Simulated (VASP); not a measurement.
# Hf7Ti3AlMo2W7 (P1) in VASP: further runs

Hf7Ti3AlMo2W7 is run at these levels: PBE; tasks: single point.

Program: VASP 6.6.1. These are calculated values, not measurements. Logs are shortened: lines on timing, memory, paths and dates and some standing lists are left out, and cuts for length are marked.

### 1 The cell of the first run

The typed cell holds 20 atoms: a = 7.166 Å, b = 7.225 Å, c = 7.161 Å, α = 80.54°, β = 81.16°, γ = 79.55°.

### 2 Single point, PBE

Contents of INCAR:

```
ALGO     = Fast           # electronic algorithm
EDIFF    = 1E-7           # SCF threshold, eV
ENCUT    = 520            # plane-wave cutoff, eV
GGA      = PE             # functional
ISIF     = 2              # what is computed and relaxed
ISMEAR   = 0              # smearing method
ISYM     = 0            
LASPH    = True           # aspherical terms in the spheres
LCHARG   = False          # write CHGCAR
LREAL    = Auto         
LWAVE    = False          # write WAVECAR
NBANDS   = 134            # bands
NELM     = 60             # most SCF steps
PREC     = Accurate       # precision mode
SIGMA    = 0.1            # smearing width, eV
```

Contents of KPOINTS:

```
Automatic mesh
0
Gamma
  2 2 2
  0.5 0.5 0.5
```

Contents of POSCAR:

```
Hf7Ti3AlMo2W7
1.0
   -4.9968999378      4.8825236736     -1.5960344688
   -5.0163877856     -1.5933040427      4.9491784954
    1.6344168655      4.9064926236      4.9536595976
Al Ti Mo Hf W
1 3 2 7 7
Direct
    0.8841873323      0.8830774389      0.4245563196
    0.6165087425      0.0967534172      0.0820709827
    0.3130752341      0.2936235001      0.7793358805
    0.4083030081      0.9107005866      0.8849081367
    0.0841304521      0.6045037926      0.1107802979
    0.6037190198      0.6059632772      0.5969577123
    0.4964116215      0.5034290350      1.0001529059
    0.2162062138      0.2232584646      0.1826517751
    0.7056188435      0.7018744702      0.2039873614
    0.7997484025      0.2850875418      0.3084963489
    0.2903330803      0.8039430610      0.2980452299
    0.0944160121      0.1029665134      0.6002182386
    0.1929625440      0.6948135746      0.7143524052
    0.9958577123      0.9893264082      0.0039542644
    0.3961369166      0.4018020805      0.4176941137
    0.4969400091      0.0134241806      0.4983795045
    1.0017231519      0.4969933120      0.5071072612
    0.6996506727      0.1952636812      0.7104901917
    0.7907446986      0.8015057832      0.8078004990
    0.9052788600      0.3962189035      0.8967096115
```

Potentials or basis: VASP PAW PBE potentials, release 64 (Al, Ti_sv, Mo_sv, Hf_pv, W_sv).

Command:

```console
cat potpaw_PBE.64/Al/POTCAR potpaw_PBE.64/Ti_sv/POTCAR potpaw_PBE.64/Mo_sv/POTCAR potpaw_PBE.64/Hf_pv/POTCAR potpaw_PBE.64/W_sv/POTCAR > POTCAR
mpirun -np 1 vasp_std > vasp.out
```

OUTCAR:

```text
EDIFF = 1E-7
   ENCUT = 520
   GGA = PE
   ISIF = 2
   ISMEAR = 0
   ISYM = 0
   LASPH = True
   LREAL = Auto
   NELM = 60
   PREC = Accurate

 ion  position               nearest neighbor table
   1  0.884  0.883  0.425-  19 2.72  17 2.76  16 2.76   9 2.78  10 2.87  11 2.89  12 2.91  14 3.00
                             6 3.08  13 3.23   5 3.26  18 3.26
   2  0.617  0.097  0.082-  18 2.64  14 2.69   9 2.83   4 2.83   8 2.87  10 2.87   7 2.90  16 2.97
                            19 3.10
   3  0.313  0.294  0.779-  15 2.59  18 2.72   4 2.73  12 2.82   8 2.85  13 2.85  20 2.91   7 2.94
                            16 3.07  17 3.18
   4  0.408  0.911  0.885-  19 2.71   3 2.73  16 2.75   2 2.83  13 2.90   7 2.90  14 2.93  11 2.96
                            18 3.17  12 3.24   8 3.33   9 3.35
   5  0.084  0.605  0.111-   9 2.68   8 2.74  14 2.74  17 2.82  13 2.83  11 2.84  20 2.88   7 2.93
                            19 3.23   1 3.26  10 3.35  15 3.35
   6  0.604  0.606  0.597-   9 2.80  17 2.82  15 2.84  19 2.84   7 2.88  16 2.90  13 2.92  18 2.93
                             1 3.08  20 3.28  11 3.31  10 3.33
   7  0.496  0.503  0.000-   6 2.88   2 2.90   4 2.90  20 2.90   9 2.93   5 2.93   3 2.94  15 2.97
                             8 3.10  13 3.19  19 3.28  18 3.29  11 3.29  10 3.34
   8  0.216  0.223  0.183-   5 2.74   3 2.85  15 2.85   2 2.87  10 2.96  11 2.98  12 3.01  14 3.05
                             7 3.10  20 3.20  16 3.26  17 3.31   4 3.33
   9  0.706  0.702  0.204-   5 2.68   1 2.78   6 2.80  19 2.81   2 2.83   7 2.93  11 2.93  10 2.96
                            14 3.22  17 3.26  16 3.33   4 3.35  20 3.35  15 3.40
  10  0.800  0.285  0.308-  18 2.85   1 2.87   2 2.87  15 2.89  17 2.93  20 2.94   8 2.96   9 2.96
                            12 3.16  16 3.19  14 3.29   6 3.33   7 3.34   5 3.35
  11  0.290  0.804  0.298-   5 2.84  15 2.89   1 2.89   9 2.93  16 2.95   4 2.96  13 2.96   8 2.98
                            14 3.18  12 3.29   7 3.29   6 3.31  17 3.33
  12  0.094  0.103  0.600-  17 2.80  18 2.81   3 2.82  16 2.85  14 2.89   1 2.91  13 2.91   8 3.01
                            10 3.16  20 3.22   4 3.24  11 3.29  15 3.31  19 3.37
  13  0.193  0.695  0.714-   5 2.83  19 2.85   3 2.85  17 2.86   4 2.90  12 2.91   6 2.92  11 2.96
                             7 3.19  14 3.21   1 3.23  20 3.24  15 3.24  16 3.47
  14  0.996  0.989  0.004-   2 2.69   5 2.74  19 2.82  12 2.89  20 2.89   4 2.93   1 3.00   8 3.05
                            11 3.18  13 3.21  18 3.21   9 3.22  10 3.29
  15  0.396  0.402  0.418-   3 2.59  16 2.75  17 2.78   6 2.84   8 2.85  10 2.89  11 2.89   7 2.97
                            13 3.24  18 3.25  12 3.31   5 3.35   9 3.40
  16  0.497  0.013  0.498-   4 2.75  15 2.75   1 2.76  12 2.85  18 2.86   6 2.90  11 2.95   2 2.97
                             3 3.07  10 3.19   8 3.26  19 3.29   9 3.33  13 3.47
  17  0.002  0.497  0.507-   1 2.76  20 2.78  15 2.78  12 2.80   5 2.82   6 2.82  13 2.86  10 2.93
                             3 3.18   9 3.26   8 3.31  11 3.33  19 3.33  18 3.36
  18  0.700  0.195  0.710-   2 2.64   3 2.72  19 2.80  12 2.81  20 2.84  10 2.85  16 2.86   6 2.93
                             4 3.17  14 3.21  15 3.25   1 3.26   7 3.29  17 3.36
  19  0.791  0.802  0.808-   4 2.71   1 2.72  18 2.80   9 2.81  14 2.82   6 2.84  13 2.85  20 2.89
                             2 3.10   5 3.23   7 3.28  16 3.29  17 3.33  12 3.37
  20  0.905  0.396  0.897-  17 2.78  18 2.84   5 2.88  19 2.89  14 2.89   7 2.90   3 2.91  10 2.94
                             8 3.20  12 3.22  13 3.24   6 3.28   9 3.35

IMPORTANT INFORMATION: All symmetrisations will be switched off!
NOSYMM: (Re-)initialisation of all symmetry stuff for point group C_1.

----------------------------------------------------------------------------------------

                                     Primitive cell

  volume of cell :     356.7289

  direct lattice vectors                    reciprocal lattice vectors
    -4.996899938  4.882523674 -1.596034469    -0.090196758  0.092334809 -0.061695995
    -5.016387786 -1.593304043  4.949178495    -0.089752437 -0.062076141  0.091098109
     1.634416865  4.906492624  4.953659598     0.060610482  0.091769616  0.090977237

  length of vectors
     7.166266283  7.224758264  7.161266073     0.143064908  0.142154187  0.142731043

  position of ions in fractional coordinates (direct lattice)
     0.884187332  0.883077439  0.424556320
     0.616508743  0.096753417  0.082070983
     0.313075234  0.293623500  0.779335880
     0.408303008  0.910700587  0.884908137
     0.084130452  0.604503793  0.110780298
     0.603719020  0.605963277  0.596957712
[... 12 lines left out ...]
     0.790744699  0.801505783  0.807800499
     0.905278860  0.396218903  0.896709612

  ion indices of the primitive-cell ions
   primitive index   ion index
                 1           1
                 2           2
                 3           3
[... 47 lines left out ...]
 SYSTEM =  unknown system
   PREC   = accura    normal or accurate (medium, high low for compatibility)
   ISTART =      0    job   : 0-new  1-cont  2-samecut
   ICHARG =      2    charge: 1-file 2-atom 10-const
   ISPIN  =      1    spin polarized calculation?
   LNONCOLLINEAR =      F non collinear calculations
   LSORBIT =      F    spin-orbit coupling
   LASPH  =      T    aspherical Exc in radial PAW
   ENCUT  =  520.0 eV  38.22 Ry    6.18 a.u.  13.32 13.43 13.32*2*pi/ulx,y,z
   NELM   =     60;   NELMIN=  2; NELMDL= -5     # of ELM steps
   EDIFF  = 0.1E-06   stopping-criterion for ELM
   LREAL  =      T    real-space projection
   EDIFFG = 0.1E-05   stopping-criterion for IOM
   NSW    =      0    number of steps for IOM
   IBRION =     -1    ionic relax: 0-MD 1-quasi-New 2-CG
   NFREE  =      0    steps in history (QN), initial steepest desc. (CG)
   ISIF   =      2    stress and relaxation
   ISYM   =      0    0-nonsym 1-usesym 2-fastsym
   POTIM  = 0.5000    time-step for ionic-motion
   TEBEG  =    0.0;   TEEND  =   0.0 temperature during run
   PSTRESS=    0.0 pullay stress
   NELECT =     235.0000    total number of electrons
   NUPDOWN=      -1.0000    fix difference up-down
   EMIN   =  10.00;   EMAX   =-10.00  energy-range for DOS
   EFERMI =   0.00;   METHOD = LEGACY
   ISMEAR =     0;   SIGMA  =   0.10  broadening in eV -4-tet -1-fermi 0-gaus
   EFERMI_NEDOS =   21; number of points for ismear=-14 and -15
   IALGO  =     68    algorithm
   IMIX   =      4    mixing-type and parameters
     AMIX     =   0.40;   BMIX     =  1.00
     AMIX_MAG =   1.60;   BMIX_MAG =  1.00
  volume/ion in A,a.u.               =      17.84       120.37
  Fermi-wavevector in a.u.,A,eV,Ry     =   1.424464  2.691846 27.607532  2.029096
  Thomas-Fermi vector in A             =   2.544952
   LORBIT       =      0    0 simple, 1 ext, 2 COOP (PROOUT), +10 PAW based schemes
   GGA     = PE    functional components
   LHFCALC =     F    Hartree Fock is set to
   AEXX    =    0.0000 exact exchange contribution
   IVDW    =     0    specifies the selected vdW correction
   LEPSILON=     F    determine dielectric tensor
   LRPA    =     F    only Hartree local field effects (RPA)
 non-spin polarized calculation
 RMM-DIIS sequential band-by-band and
 Gauss-broadening in eV      SIGMA  =   0.10
  energy-cutoff  :      520.00
  volume of cell :      356.73
 maximum number of plane-waves:      9624
 NGX is ok and might be reduce to    54
   NGX = 27   NGY = 27   NGZ = 27

 number of electron     235.0000001 magnetization

 Free energy of the ion-electron system (eV)
  ---------------------------------------------------
  ext. energy  EPLUGINS =         0.00000000
  ---------------------------------------------------
  free energy    TOTEN  =      -208.01307625 eV

  energy without entropy =     -207.93317239  energy(sigma->0) =     -207.97312432

 E-fermi :   7.9535     XC(G=0): -12.3349

 val. band max:        7.8889627258   @ k =  -0.2500   0.2500   0.2500
 cond. band min:       7.9639997153   @ k =   0.2500  -0.2500   0.2500
 fundamental gap:      0.0750369896
 Fermi energy:         7.9535473181

 k-point     1 :       0.2500    0.2500    0.2500
  band No.  band energies     occupation
      1     -65.6925      2.00000
      2     -65.6128      2.00000
      3     -65.5644      2.00000
      4     -65.5236      2.00000
      5     -65.5123      2.00000
      6     -65.4792      2.00000
[... 517 lines left out ...]
    128       9.2537      0.00000
    129       9.3401      0.00000
 [bands above 129 left out]

------------------------ aborting loop because EDIFF is reached ----------------------------------------

  FORCE on cell =-STRESS in cart. coord.  units (eV):
  Direction    XX          YY          ZZ          XY          YZ          ZX
  --------------------------------------------------------------------------------------
  -------------------------------------------------------------------------------------
  Total       -0.6202346     -0.5229767     -0.5698219      0.0370827     -0.1202352     -0.0385925
  in kB       -2.7856610     -2.3488460     -2.5592421      0.1665496     -0.5400125     -0.1733307
  external PRESSURE =      -2.5645831 kB  Pullay stress =       0.0000000 kB

 VOLUME and BASIS-vectors are now :
 -----------------------------------------------------------------------------
  energy-cutoff  :      520.00
  volume of cell :      356.73
      direct lattice vectors                 reciprocal lattice vectors
    -4.996899938  4.882523674 -1.596034469    -0.090196758  0.092334809 -0.061695995
    -5.016387786 -1.593304043  4.949178495    -0.089752437 -0.062076141  0.091098109
     1.634416865  4.906492624  4.953659598     0.060610482  0.091769616  0.090977237

 POSITION                                       TOTAL-FORCE (eV/Angst)
 -----------------------------------------------------------------------------------
     -8.15415      4.99314      5.06242        -0.014535      0.006491     -0.009530
     -3.43185      3.25864     -0.09857         0.007976     -0.014666      0.017255
     -1.76358      4.88457      4.81408         0.006369     -0.010040      0.009277
     -5.16237      4.88432      8.23909         0.018363      0.023718      0.012832
     -3.27176     -0.00885      3.40629         0.013792      0.009152     -0.007885
     -5.08079      4.91116      4.99259         0.010839     -0.011896      0.015126
[... 12 lines left out ...]
     -6.65165      6.54725      6.70631         0.015274      0.017569     -0.013221
     -5.04558      8.18845      4.95810         0.009084      0.003582      0.021701
 -----------------------------------------------------------------------------------
    total drift:                                0.002972     -0.001050      0.010675

  FREE ENERGIE OF THE ION-ELECTRON SYSTEM (eV)
  ---------------------------------------------------
  free  energy   TOTEN  =      -208.0130762470 eV

  energy  without entropy=     -207.9331723885  energy(sigma->0) =     -207.97312432
```

Run time: 13 min. Hardware: 1 thread of Intel Xeon 6975P-C (Granite Rapids), shared host; peak memory 0.49 GiB.

Results:

```
Free energy            : -208.0131 eV
Pressure               : -0.3 GPa
Largest force          : 0.037 eV/Å
Band gap on the k mesh : zero (an odd number of electrons rules out a gap without spin polarisation)
```

Forces on the atoms (eV/Å):
```
Al  -0.015  0.006 -0.010
Ti   0.008 -0.015  0.017
Ti   0.006 -0.010  0.009
Ti   0.018  0.024  0.013
Mo   0.014  0.009 -0.008
Mo   0.011 -0.012  0.015
Hf  -0.007  0.002 -0.006
Hf  -0.029 -0.004  0.019
Hf   0.009 -0.006 -0.023
Hf  -0.005 -0.001  0.009
Hf  -0.008  0.004  0.000
Hf  -0.011  0.010  0.009
Hf   0.008  0.003  0.008
W    0.000  0.014  0.002
W   -0.019 -0.023  0.000
W    0.019 -0.008 -0.030
W   -0.008 -0.008 -0.025
W   -0.016 -0.008 -0.009
W    0.015  0.018 -0.013
W    0.009  0.004  0.022
```

Caveat: the k points lie up to 0.45 Å⁻¹ apart, too coarse for converged energies and pressures of a metal; spin-orbit coupling is left out, which moves the levels of the heavy elements.

### 3 Single point, PBE

This run uses another cell than the first one, of 17.94 Å³/atom.

Contents of INCAR:

```
SYSTEM = Hf7Ti3AlMo2W7
  PREC = Accurate
  ENCUT = 520
  EDIFF = 1E-6
  ISMEAR = 0
  SIGMA = 0.1
  LREAL = Auto
  LASPH = .True.
  NELM = 60
  ALGO = Fast
  ISIF = 2
  LWAVE = .False.
  LCHARG = .False.
  GGA = PE
  NBANDS = 134
  ISYM = 0
```

KPOINTS is that of step 2.

Contents of POSCAR:

```
Hf7Ti3AlMo2W7
1.0
   -5.0177002887      5.0308518783     -1.6420214539
   -4.9302706418     -1.5920361931      4.9185187201
    1.5902489206      4.9473171175      4.9224136062
Al Ti Mo Hf W
1 3 2 7 7
Direct
    0.7993973914      0.3062454580      0.2963090724
    0.3897894660      0.3894348535      0.3886920472
    0.8894964408      0.4057063466      0.8733982567
    0.4007154435      0.8973718521      0.8967768958
    0.2189947988      0.1939963689      0.1956171115
    0.9905340812      0.4930101445      0.5009749839
    0.0045114238      1.0347996398      1.0192185217
    0.1001831563      0.5901286243      0.1103549425
    0.1057568385      0.1111682774      0.5955782287
    0.8947071121      0.8826743060      0.4023022469
    0.6049591804      0.5920509224      0.5938437745
    0.2033282497      0.6778649819      0.6804532651
    0.8023114194      0.8095344756      0.8180210037
    0.5069385109      0.4958969020      0.0059807460
    0.5970087856      0.1050656908      0.1046899580
    0.6737783141      0.7068520799      0.1935779606
    0.3126607176      0.8127029511      0.2902610028
    0.5055900169      0.0080193158      0.4981375437
    0.6807433170      0.1924382862      0.7082918430
    0.3128613542      0.2909706920      0.8142439956
```

Potentials or basis: VASP PAW PBE potentials, release 64 (Al, Ti_sv, Mo_sv, Hf_pv, W_sv).

Command:

```console
cat potpaw_PBE.64/Al/POTCAR potpaw_PBE.64/Ti_sv/POTCAR potpaw_PBE.64/Mo_sv/POTCAR potpaw_PBE.64/Hf_pv/POTCAR potpaw_PBE.64/W_sv/POTCAR > POTCAR
mpirun -np 1 vasp_std > vasp.out
```

Wall time 8.7 min (1 thread of Intel Xeon 6975P-C (Granite Rapids), shared host); peak memory 0.49 GiB.

Results (log left out):

* Free energy: -208.2840 eV
* Pressure: -0.3 GPa
* Largest force: 0.053 eV/Å
* Band gap on the k mesh: zero (an odd number of electrons rules out a gap without spin polarisation)

Forces in eV/Å, atoms in the order of the input:
```
Al   0.010 -0.018  0.017
Ti  -0.001  0.005  0.026
Ti  -0.001 -0.014  0.006
Ti   0.009 -0.001 -0.006
Mo   0.018 -0.031  0.030
Mo  -0.021 -0.011 -0.001
Hf  -0.025  0.014  0.021
Hf   0.016  0.017  0.012
Hf  -0.008 -0.008  0.014
Hf   0.023  0.004 -0.019
Hf  -0.014  0.017 -0.029
Hf  -0.002  0.009 -0.036
Hf   0.012 -0.008  0.000
W    0.001 -0.023 -0.005
W   -0.024  0.034 -0.033
W   -0.021  0.035  0.012
W    0.038 -0.015  0.004
W    0.012  0.008 -0.008
W   -0.040  0.024 -0.005
W    0.020 -0.037  0.000
```

Levels at points of the mesh, in eV from the Fermi level:
```csv
k point,band 114,band 115,band 116,band 117,band 118,band 119,band 120,band 121
"(0.25, 0.25, 0.25)",-0.41,-0.39,-0.27,-0.12,-0.01,0.06,0.20,0.23
```

Caveat: the k points lie up to 0.45 Å⁻¹ apart, too coarse for converged energies and pressures of a metal; spin-orbit coupling is left out, which moves the levels of the heavy elements.

### 4 Single point, PBE

This run uses another cell than the first one, of 18.01 Å³/atom.

Contents of INCAR:

```
PREC = Accurate ; ENCUT = 520
EDIFF = 1E-7 ; ISMEAR = 0
SIGMA = 0.1 ; LREAL = Auto
LASPH = T ; NELM = 80
ALGO = Fast ; ISIF = 2
LWAVE = F ; LCHARG = F
GGA = PE ; NBANDS = 134
ISYM = 0
```

KPOINTS is that of step 3.

Contents of POSCAR:

```
Hf7Ti3AlMo2W7
1.0
   -4.9816393547      4.8861372516     -1.7139265670
   -4.9401415301     -1.6704812817      4.8919796338
    1.7568956992      4.9265100018      4.9738502086
Al Ti Mo Hf W
1 3 2 7 7
Direct
    0.0842148044      0.1011377084      0.6116819143
    0.5452017693      0.5006202355      0.9852310057
    0.0891090966      0.6081460368      0.0952365215
    0.0001544659      0.5037835673      0.5390444056
    0.2993258431      0.7963508659      0.2997027746
    0.1892143539      0.7037154391      0.6904477756
    0.6001914477      0.0992385550      0.0914555782
    0.8178989981      0.3198439802      0.3015099745
    0.3927808383      0.4093012705      0.3817164455
    0.4917111190      0.9930634589      0.5049168430
    0.9019929772      0.8879457792      0.3926259657
    0.2983515478      0.3153267823      0.8102485169
    0.3821002637      0.8800126969      0.9038248998
    0.9969089396      1.0028037549     -0.0020198634
    0.1944546755      0.1623170549      0.2003325461
    0.6860036695      0.7063059500      0.1963555273
    0.6084382159      0.5996172467      0.6031843034
    0.6996239940      0.2178170412      0.7010764154
    0.8006712238      0.8006244219      0.7983116884
    0.9042079719      0.3944865861      0.9001206465
```

Command:

```console
cat potpaw_PBE.64/Al/POTCAR potpaw_PBE.64/Ti_sv/POTCAR potpaw_PBE.64/Mo_sv/POTCAR potpaw_PBE.64/Hf_pv/POTCAR potpaw_PBE.64/W_sv/POTCAR > POTCAR
mpirun -np 1 vasp_std > vasp.out
```

Run time: 13 min. Hardware: 1 thread of Intel Xeon 6975P-C (Granite Rapids), shared host; peak memory 0.5 GiB.

It converged, with:

```
Free energy            : -208.3102 eV
Pressure               : -0.2 GPa
Largest force          : 0.041 eV/Å
Band gap on the k mesh : zero (an odd number of electrons rules out a gap without spin polarisation)
```

Forces on the atoms (eV/Å):
```
Al  -0.016 -0.005  0.012
Ti   0.003 -0.001 -0.001
Ti   0.005  0.002  0.004
Ti   0.004 -0.011 -0.029
Mo   0.004  0.007 -0.019
Mo  -0.011  0.037  0.000
Hf   0.004 -0.007 -0.014
Hf  -0.009 -0.016 -0.003
Hf  -0.019  0.000  0.013
Hf   0.018  0.023 -0.013
Hf   0.008  0.001 -0.020
Hf   0.001  0.002  0.006
Hf   0.004  0.006 -0.004
W    0.001  0.016 -0.001
W   -0.018 -0.003  0.030
W    0.007 -0.002  0.015
W   -0.006 -0.029  0.014
W    0.022 -0.018 -0.005
W    0.008 -0.038  0.015
W   -0.010  0.036 -0.001
```

Levels at points of the mesh, in eV from the Fermi level:
```csv
k point,band 113,band 114,band 115,band 116,band 117,band 118,band 119,band 120,band 121,band 122
"(0.25, 0.25, 0.25)",-0.48,-0.35,-0.31,-0.21,-0.11,-0.05,0.03,0.21,0.30,0.39
```

Caveat: the k points lie up to 0.45 Å⁻¹ apart, too coarse for converged energies and pressures of a metal; spin-orbit coupling is left out, which moves the levels of the heavy elements.

### 5 Summary

| cell | gap on the mesh (eV) | pressure (GPa) | largest force (eV/Å) |
| --- | --- | --- | --- |
| a = 7.166, b = 7.225, c = 7.161 Å, angles 80.5, 81.2, 79.6°, 20 atoms, atomic positions A | none | -0.3 | 0.04 |
| a = 7.293, b = 7.144, c = 7.158 Å, angles 80.4, 80.3, 80.4°, 20 atoms, atomic positions B | none | -0.3 | 0.05 |
| a = 7.185, b = 7.150, c = 7.218 Å, angles 81.7, 82.5, 81.0°, 20 atoms, atomic positions C | none | -0.2 | 0.04 |

Alike in all rows: task single point; level PBE; potentials or basis VASP PAW PBE potentials, release 64 (Al, Ti_sv, Mo_sv, Hf_pv, W_sv); no spin polarisation; k mesh 2 × 2 × 2, shifted; cutoff (eV) 520; smearing gaussian 0.1 eV.

Caveats: all runs use coarse meshes; spin-orbit coupling is left out, which moves the levels of the heavy elements.

Absolute energies hang on the potentials; compare differences alone.
